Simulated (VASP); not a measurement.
SbMo3: single point with PBE

The system is SbMo3.

```
CELL_PARAMETERS angstrom
5.65817 0.00000 0.00000
-2.82908 4.90012 0.00000
0.00000 0.00000 4.86417
ATOMIC_POSITIONS crystal
Sb 0.33333 0.66667 0.25000
Sb 0.66667 0.33333 0.75000
Mo 0.83660 0.67319 0.25000
Mo 0.16340 0.83660 0.75000
Mo 0.32681 0.16340 0.25000
Mo 0.16340 0.32681 0.75000
Mo 0.83660 0.16340 0.25000
Mo 0.67319 0.83660 0.75000
```

```json
{
 "Program": "VASP 6.6.1",
 "Task": "single point",
 "Functional": "PBE",
 "Potentials or basis": "VASP PAW PBE potentials, release 64 (Sb, Mo_sv)",
 "Cutoff": "520 eV",
 "k mesh": "12 × 12 × 8",
 "Occupations": "gaussian, width 0.1 eV",
 "Spin": "no spin polarisation"
}
```

```
Pressure               : 0.2 GPa
Largest force          : 0.004 eV/Å
Band gap on the k mesh : zero (bands 47 and 48 overlap by 0.88 eV)
```

Forces on the atoms (eV/Å):
```
Sb   0.000  0.000  0.000
Sb   0.000  0.000  0.000
Mo   0.000 -0.004  0.000
Mo   0.004 -0.002  0.000
Mo   0.004  0.002  0.000
Mo   0.000  0.004  0.000
Mo  -0.004  0.002  0.000
Mo  -0.004 -0.002  0.000
```

Levels at points of the mesh, in eV from the Fermi level:
```
           k point  band 45  band 46  band 47  band 48  band 49  band 50
(0.00, 0.00, 0.00)    -1.22     0.32     0.32     0.64     0.64     0.76
(0.50, 0.00, 0.00)    -0.71    -0.71    -0.65    -0.26     0.40     0.52
(0.00, 0.00, 0.50)     0.16     0.16     0.16     0.16     0.43     0.43
(0.50, 0.00, 0.50)    -0.48    -0.48    -0.12    -0.12     0.23     0.23
```

It took 20 min on 1 thread of Intel Xeon 8259CL (shared host), peak memory 0.62 GiB.

Caveat: spin-orbit coupling is left out, which moves the levels of the heavy elements.
